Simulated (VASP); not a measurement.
# Si3F2 (P-3m1) in VASP: notebook

Runs on Si3F2. Level: PBE. Tasks: single point.

Everything below comes from runs of VASP 6.6.1. Logs are shortened: lines on timing, memory, paths and dates and some standing lists are left out, and cuts for length are marked.

## (1) The cell of the first run

The structure is trigonal, space group P-3m1 (No. 164). Conventional cell: a = 3.630 Å, b = 3.630 Å, c = 5.647 Å, α = 90.00°, β = 90.00°, γ = 120.00°. Si (site symmetry -3m) has 6 F at 2.51 Å and 6 Si at 2.90 Å within 3.3 Å. Si (site symmetry 3m) has 4 F at 2.19 to 2.26 Å and 6 Si at 2.66 to 2.90 Å within 3.0 Å. Within 2.9 Å of F (site symmetry 3m) lie 7 Si at 2.19 to 2.51 Å.

## (2) Single point, PBE

Input file INCAR:

```
ALGO = Normal
EDIFF = 1E-6
ENCUT = 520
GGA = PE
ISIF = 2
ISMEAR = 0
LASPH = T
LCHARG = F
LREAL = F
LWAVE = F
NBANDS = 21
NELM = 100
PREC = Accurate
SIGMA = 0.1
```

Input file KPOINTS:

```
k-points
0
Gamma
  6 6 4
```

Input file POSCAR:

```
Si3F2
1.0
    3.6296370054      0.0000000000      0.0000000000
   -1.8148185027      3.1433578532      0.0000000000
    0.0000000000      0.0000000000      5.6471255947
Si F
3 2
Direct
    0.0000000000      0.0000000000      0.0000000000
    0.3333333333      0.6666666667      0.6450000000
    0.6666666667      0.3333333333      0.3550000000
    0.3333333333      0.6666666667      0.2450000000
    0.6666666667      0.3333333333      0.7550000000
```

Potentials or basis: VASP PAW PBE potentials, release 64 (Si, F).

Run with:

```bash
$ cat potpaw_PBE.64/Si/POTCAR potpaw_PBE.64/F/POTCAR > POTCAR
$ mpirun -np 1 vasp_std > vasp.out
```

OUTCAR:

```text
EDIFF = 1E-6
   ENCUT = 520
   GGA = PE
   ISIF = 2
   ISMEAR = 0
   LASPH = T
   LREAL = F
   NELM = 100
   PREC = Accurate

 ion  position               nearest neighbor table
   1  0.000  0.000  0.000-   4 2.51   5 2.51   5 2.51   4 2.51   5 2.51   4 2.51   2 2.90   3 2.90
                             2 2.90   3 2.90   3 2.90   2 2.90
   2  0.333  0.667  0.645-   5 2.19   5 2.19   5 2.19   4 2.26   3 2.66   3 2.66   3 2.66   1 2.90
                             1 2.90   1 2.90
   3  0.667  0.333  0.355-   4 2.19   4 2.19   4 2.19   5 2.26   2 2.66   2 2.66   2 2.66   1 2.90
                             1 2.90   1 2.90
   4  0.333  0.667  0.245-   3 2.19   3 2.19   3 2.19   2 2.26   1 2.51   1 2.51   1 2.51
   5  0.667  0.333  0.755-   2 2.19   2 2.19   2 2.19   3 2.26   1 2.51   1 2.51   1 2.51

  LATTYP: Found a hexagonal cell.
 ALAT       =     3.6296370054
 C/A-ratio  =     1.5558375635

  Lattice vectors:

 A1 = (   3.6296370054,   0.0000000000,   0.0000000000)
 A2 = (  -1.8148185027,   3.1433578532,   0.0000000000)
 A3 = (   0.0000000000,   0.0000000000,   5.6471255947)

Analysis of symmetry for initial positions (statically):
=====================================================================
 Subroutine PRICEL returns:
 Original cell was already a primitive cell.

 Routine SETGRP: Setting up the symmetry group for a
 hexagonal supercell.

 Subroutine GETGRP returns: Found 12 space group operations
 (whereof 12 operations were pure point group operations)
 out of a pool of 24 trial point group operations.

The static configuration has the point symmetry D_3d.

Analysis of symmetry for dynamics (positions and initial velocities):
=====================================================================
 Subroutine PRICEL returns:
 Original cell was already a primitive cell.

 Routine SETGRP: Setting up the symmetry group for a
 hexagonal supercell.

 Subroutine GETGRP returns: Found 12 space group operations
 (whereof 12 operations were pure point group operations)
 out of a pool of 24 trial point group operations.

The dynamic configuration has the point symmetry D_3d.

 Subroutine INISYM returns: Found 12 space group operations
 (whereof 12 operations are pure point group operations),
 and found     1 'primitive' translations

----------------------------------------------------------------------------------------

                                     Primitive cell

  volume of cell :      64.4295

  direct lattice vectors                    reciprocal lattice vectors
     3.629637005  0.000000000  0.000000000     0.275509644  0.159065567  0.000000000
    -1.814818503  3.143357853  0.000000000     0.000000000  0.318131135  0.000000000
     0.000000000  0.000000000  5.647125595     0.000000000  0.000000000  0.177081240

  length of vectors
     3.629637005  3.629637005  5.647125595     0.318131135  0.318131135  0.177081240

  position of ions in fractional coordinates (direct lattice)
     0.000000000  0.000000000  0.000000000
     0.333333333  0.666666667  0.645000000
     0.666666667  0.333333333  0.355000000
     0.333333333  0.666666667  0.245000000
     0.666666667  0.333333333  0.755000000

  ion indices of the primitive-cell ions
   primitive index   ion index
                 1           1
                 2           2
                 3           3
                 4           4
                 5           5

----------------------------------------------------------------------------------------

 KPOINTS: k-points

Automatic generation of k-mesh.
 Grid dimensions read from file:
 generate k-points for:    6    6    4

 Generating k-lattice:

  Cartesian coordinates                     Fractional coordinates (reciprocal lattice)
     0.045918274  0.026510928  0.000000000     0.166666667 -0.000000000  0.000000000
     0.000000000  0.053021856  0.000000000     0.000000000  0.166666667  0.000000000
     0.000000000  0.000000000  0.044270310     0.000000000  0.000000000  0.250000000

  Length of vectors
     0.053021856  0.053021856  0.044270310

  Shift w.r.t. Gamma in fractional coordinates (k-lattice)
     0.000000000  0.000000000  0.000000000

 Subroutine IBZKPT returns following result:
 ===========================================

 Found     24 irreducible k-points:

 Following reciprocal coordinates:
            Coordinates               Weight
  0.000000  0.000000  0.000000      1.000000
  0.166667  0.000000  0.000000      6.000000
  0.333333  0.000000  0.000000      6.000000
  0.500000  0.000000  0.000000      3.000000
  0.166667  0.166667  0.000000      6.000000
  0.333333  0.166667  0.000000     12.000000
[... 16 lines left out ...]
  0.333333  0.166667  0.500000     12.000000
  0.333333  0.333333  0.500000      2.000000
   k-points           NKPTS =     24   k-points in BZ     NKDIM =     24   number of bands    NBANDS=     21
   number of dos      NEDOS =    301   number of ions     NIONS =      5
   total plane-waves  NPLWV =  32928
   dimension x,y,z NGX =    28 NGY =   28 NGZ =   42
   dimension x,y,z NGXF=    56 NGYF=   56 NGZF=   84
   ions per type =               3   2
   NGX,Y,Z   is equivalent  to a cutoff of  12.82, 12.82, 12.36 a.u.
   NGXF,Y,Z  is equivalent  to a cutoff of  25.65, 25.65, 24.73 a.u.
 SYSTEM =  unknown system
   PREC   = accura    normal or accurate (medium, high low for compatibility)
   ISTART =      0    job   : 0-new  1-cont  2-samecut
   ICHARG =      2    charge: 1-file 2-atom 10-const
   ISPIN  =      1    spin polarized calculation?
   LNONCOLLINEAR =      F non collinear calculations
   LSORBIT =      F    spin-orbit coupling
   LASPH  =      T    aspherical Exc in radial PAW
   ENCUT  =  520.0 eV  38.22 Ry    6.18 a.u.   6.75  6.75 10.50*2*pi/ulx,y,z
   NELM   =    100;   NELMIN=  2; NELMDL= -5     # of ELM steps
   EDIFF  = 0.1E-05   stopping-criterion for ELM
   LREAL  =      F    real-space projection
   EDIFFG = 0.1E-04   stopping-criterion for IOM
   NSW    =      0    number of steps for IOM
   IBRION =     -1    ionic relax: 0-MD 1-quasi-New 2-CG
   NFREE  =      0    steps in history (QN), initial steepest desc. (CG)
   ISIF   =      2    stress and relaxation
   ISYM   =      2    0-nonsym 1-usesym 2-fastsym
   POTIM  = 0.5000    time-step for ionic-motion
   TEBEG  =    0.0;   TEEND  =   0.0 temperature during run
   PSTRESS=    0.0 pullay stress
   NELECT =      26.0000    total number of electrons
   NUPDOWN=      -1.0000    fix difference up-down
   EMIN   =  10.00;   EMAX   =-10.00  energy-range for DOS
   EFERMI =   0.00;   METHOD = LEGACY
   ISMEAR =     0;   SIGMA  =   0.10  broadening in eV -4-tet -1-fermi 0-gaus
   EFERMI_NEDOS =   21; number of points for ismear=-14 and -15
   IALGO  =     38    algorithm
   IMIX   =      4    mixing-type and parameters
     AMIX     =   0.40;   BMIX     =  1.00
     AMIX_MAG =   1.60;   BMIX_MAG =  1.00
  volume/ion in A,a.u.               =      12.89        86.96
  Fermi-wavevector in a.u.,A,eV,Ry     =   1.209775  2.286142 19.912869  1.463555
  Thomas-Fermi vector in A             =   2.345342
   LORBIT       =      0    0 simple, 1 ext, 2 COOP (PROOUT), +10 PAW based schemes
   GGA     = PE    functional components
   LHFCALC =     F    Hartree Fock is set to
   AEXX    =    0.0000 exact exchange contribution
   IVDW    =     0    specifies the selected vdW correction
   LEPSILON=     F    determine dielectric tensor
   LRPA    =     F    only Hartree local field effects (RPA)
 non-spin polarized calculation
 Gauss-broadening in eV      SIGMA  =   0.10
  energy-cutoff  :      520.00
  volume of cell :       64.43
 maximum number of plane-waves:      1749
 NGX is ok and might be reduce to    28
   NGX = 13   NGY = 13   NGZ = 21

 number of electron      26.0000019 magnetization

 Free energy of the ion-electron system (eV)
  ---------------------------------------------------
  ext. energy  EPLUGINS =         0.00000000
  ---------------------------------------------------
  free energy    TOTEN  =       -17.84564601 eV

  energy without entropy =      -17.82881013  energy(sigma->0) =      -17.83722807

 E-fermi :   7.7556     XC(G=0): -10.8299

 val. band max:        7.7446729197   @ k =   0.3333   0.3333   0.0000
 cond. band min:       7.7768630709   @ k =   0.3333   0.0000   0.2500
 fundamental gap:      0.0321901512
 Fermi energy:         7.7556093844

 k-point     1 :       0.0000    0.0000    0.0000
  band No.  band energies     occupation
      1     -17.8073      2.00000
      2     -17.5634      2.00000
      3      -2.8874      2.00000
      4      -1.7543      2.00000
      5       0.3098      2.00000
      6       0.3098      2.00000
[... 13 lines left out ...]
     20      13.3393      0.00000
     21      14.3525      0.00000

 k-point     2 :       0.1667    0.0000    0.0000
  band No.  band energies     occupation
      1     -17.7604      2.00000
      2     -17.5465      2.00000
      3      -2.7428      2.00000
      4      -1.9878      2.00000
      5      -0.6186      2.00000
      6       0.1131      2.00000
[... 13 lines left out ...]
     20      13.2912      0.00000
     21      14.8123      0.00000

 k-point     3 :       0.3333    0.0000    0.0000
  band No.  band energies     occupation
      1     -17.6570      2.00000
      2     -17.5206      2.00000
      3      -2.8097      2.00000
      4      -1.9580      2.00000
      5      -1.3100      2.00000
      6      -0.2060      2.00000
[... 13 lines left out ...]
     20      14.0889      0.00000
     21      15.6605      0.00000
[... 457 lines left out ...]
 k-point    23 :       0.3333    0.1667    0.5000
  band No.  band energies     occupation
      1     -17.5639      2.00000
      2     -17.5471      2.00000
      3      -2.7727      2.00000
      4      -2.4957      2.00000
      5      -0.8646      2.00000
      6      -0.5697      2.00000
[... 13 lines left out ...]
     20      13.8771      0.00000
     21      16.1268      0.00000

 k-point    24 :       0.3333    0.3333    0.5000
  band No.  band energies     occupation
      1     -17.5389      2.00000
      2     -17.5389      2.00000
      3      -2.3524      2.00000
      4      -2.3524      2.00000
      5      -1.6807      2.00000
      6      -1.1333      2.00000
[... 13 lines left out ...]
     20      12.5007      0.00000
     21      16.8588      0.00000

------------------------ aborting loop because EDIFF is reached ----------------------------------------

  FORCE on cell =-STRESS in cart. coord.  units (eV):
  Direction    XX          YY          ZZ          XY          YZ          ZX
  --------------------------------------------------------------------------------------
  -------------------------------------------------------------------------------------
  Total        8.7859505      8.7859505     11.8175478      0.0000000      0.0000000      0.0000000
  in kB      218.4816013    218.4816013    293.8688030      0.0000000      0.0000000      0.0000000
  external PRESSURE =     243.6106685 kB  Pullay stress =       0.0000000 kB

 VOLUME and BASIS-vectors are now :
 -----------------------------------------------------------------------------
  energy-cutoff  :      520.00
  volume of cell :       64.43
      direct lattice vectors                 reciprocal lattice vectors
     3.629637005  0.000000000  0.000000000     0.275509644  0.159065567  0.000000000
    -1.814818503  3.143357853  0.000000000     0.000000000  0.318131135  0.000000000
     0.000000000  0.000000000  5.647125595     0.000000000  0.000000000  0.177081240

 POSITION                                       TOTAL-FORCE (eV/Angst)
 -----------------------------------------------------------------------------------
      0.00000      0.00000      0.00000         0.000000      0.000000      0.000000
     -0.00000      2.09557      3.64240         0.000000      0.000000      0.973907
      1.81482      1.04779      2.00473        -0.000000     -0.000000     -0.973907
     -0.00000      2.09557      1.38355         0.000000      0.000000     -1.791963
      1.81482      1.04779      4.26358        -0.000000     -0.000000      1.791963
 -----------------------------------------------------------------------------------
    total drift:                                0.000000     -0.000000      0.000000

  FREE ENERGIE OF THE ION-ELECTRON SYSTEM (eV)
  ---------------------------------------------------
  free  energy   TOTEN  =       -17.8456460050 eV

  energy  without entropy=      -17.8288101314  energy(sigma->0) =      -17.83722807
```

Wall time 12 s (1 thread of Intel Xeon 6975P-C (Granite Rapids), shared host); peak memory 0.17 GiB.

Results:

```
Free energy            : -17.8456 eV
Pressure               : 24.4 GPa
Largest force          : 1.792 eV/Å
Band gap on the k mesh : zero (bands 13 and 14 overlap by 2.43 eV)
```

Forces in eV/Å, atoms in the order of the input:
```
Si   0.000  0.000  0.000
Si   0.000  0.000  0.974
Si   0.000  0.000 -0.974
F    0.000  0.000 -1.792
F    0.000  0.000  1.792
```

Caveat: the cell stands under pressure; forces of over 1 eV/Å act on the atoms, so gaps and moduli don't describe the material at rest.

## (3) Single point, PBE

This run uses another cell than the first one, of 22.16 Å³/atom.

Input file INCAR:

```
  ALGO = Normal
  EDIFF = 1E-7
  ENCUT = 520
  GGA = PE
  ISIF = 2
  ISMEAR = 0
  LASPH = T
  LCHARG = F
  LREAL = F
  LWAVE = F
  NBANDS = 21
  NELM = 60
  PREC = Accurate
  SIGMA = 0.1
```

KPOINTS is that of step 2.

Input file POSCAR:

```
Si3F2
1.0
    3.7448821954      0.0000000000      0.0000000000
   -1.8724410977      3.2431631154      0.0000000000
    0.0000000000      0.0000000000      9.1242098441
Si F
3 2
Direct
    0.0000000000      0.0000000000      0.0000000000
    0.3333333333      0.6666666667      0.5317883848
    0.6666666667      0.3333333333      0.4682116152
    0.3333333333      0.6666666667      0.0848706460
    0.6666666667      0.3333333333      0.9151293540
```

Potentials or basis: VASP PAW PBE potentials, release 64 (Si, F).

Run with:

```bash
$ cat potpaw_PBE.64/Si/POTCAR potpaw_PBE.64/F/POTCAR > POTCAR
$ mpirun -np 1 vasp_std > vasp.out
```

It took 26 s on 1 thread of Intel Xeon 6975P-C (Granite Rapids), shared host; peak memory 0.22 GiB.

It converged, with:

| Quantity | Value |
| --- | --- |
| Free energy | -23.0512 eV |
| Pressure | 0.0 GPa |
| Largest force | 0.012 eV/Å |
| Band gap on the k mesh | zero (filled and empty bands overlap) |

Forces on the atoms (eV/Å):
```
Si   0.000  0.000  0.000
Si   0.000  0.000 -0.012
Si   0.000  0.000  0.012
F    0.000  0.000 -0.001
F    0.000  0.000  0.001
```

Stress tensor (GPa, compression positive):
```
-0.10  0.00  0.00
 0.00 -0.10  0.00
 0.00  0.00  0.14
```

Levels at points of the mesh, in eV from the Fermi level:
```tsv
k point	band 10	band 11	band 12	band 13	band 14	band 15	band 16	band 17
(0.00, 0.00, 0.00)	-4.02	-3.27	-0.78	-0.78	0.70	2.66	2.99	3.39
(0.50, 0.00, 0.00)	-4.53	-2.32	-1.84	-1.04	0.45	1.42	1.51	3.15
(0.00, 0.00, 0.50)	-4.26	-3.09	-0.78	-0.78	0.40	2.99	3.26	3.40
(0.50, 0.00, 0.50)	-4.54	-2.32	-1.83	-1.07	0.54	1.24	1.57	3.19
```
